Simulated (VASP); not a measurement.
Input of a VASP 6.6.1 run:

The input INCAR:

```
SYSTEM = BeCd2Te3
PREC = Accurate ; ENCUT = 600
EDIFF = 1E-7 ; ISMEAR = 0
SIGMA = 0.1 ; LREAL = .False.
LASPH = .True. ; NELM = 120
ALGO = Normal ; ISIF = 3
LWAVE = .False. ; LCHARG = .False.
GGA = PE ; IBRION = 2
NSW = 90 ; EDIFFG = -0.04
GGA_COMPAT = .False. ; NELMIN = 4
```

Contents of KPOINTS:

```
regular mesh
0
Gamma
  6 6 2
  0 0 0
```

The input POSCAR:

```
BeCd2Te3
1.0
    4.8797618700      0.0000000000      0.0000000000
   -2.4398809400      4.2259977500      0.0000000000
    0.0000000000      0.0000000000      8.4126257600
Be Cd Te
1 2 3
Direct
    0.0000000000      0.0000000000      0.0000000000
    0.0000000000      0.0000000000      0.7689085500
    0.0000000000      0.0000000000      0.2310914500
    0.3333333300      0.6666666700      0.0000000000
    0.6666666700      0.3333333300      0.0000000000
    0.0000000000      0.0000000000      0.5000000000
```

Potentials or basis: VASP PAW PBE potentials, release 64 (Be, Cd, Te).

Command:

```console
$ cat potpaw_PBE.64/Be/POTCAR potpaw_PBE.64/Cd/POTCAR potpaw_PBE.64/Te/POTCAR > POTCAR
$ mpirun -np 1 vasp_std > vasp.out
```

Q: What does it give for the relaxed volume?

A: 40.04 Å³/atom.

Q: Predict the band gap on the k mesh.

A: Zero (bands 22 and 23 overlap by 0.92 eV).

Forces in eV/Å, atoms in the order of the input:
```
Be   0.000  0.000  0.000
Cd   0.000  0.000 -0.027
Cd   0.000  0.000  0.027
Te   0.000  0.000  0.000
Te   0.000  0.000  0.000
Te   0.000  0.000  0.000
```

Caveat: the k points lie up to 0.31 Å⁻¹ apart in the final cell, too coarse for converged energies and pressures of a metal; the volume moved by over 15 % at a fixed basis, so the end points are rough; spin-orbit coupling is left out, which moves the levels of the heavy elements.
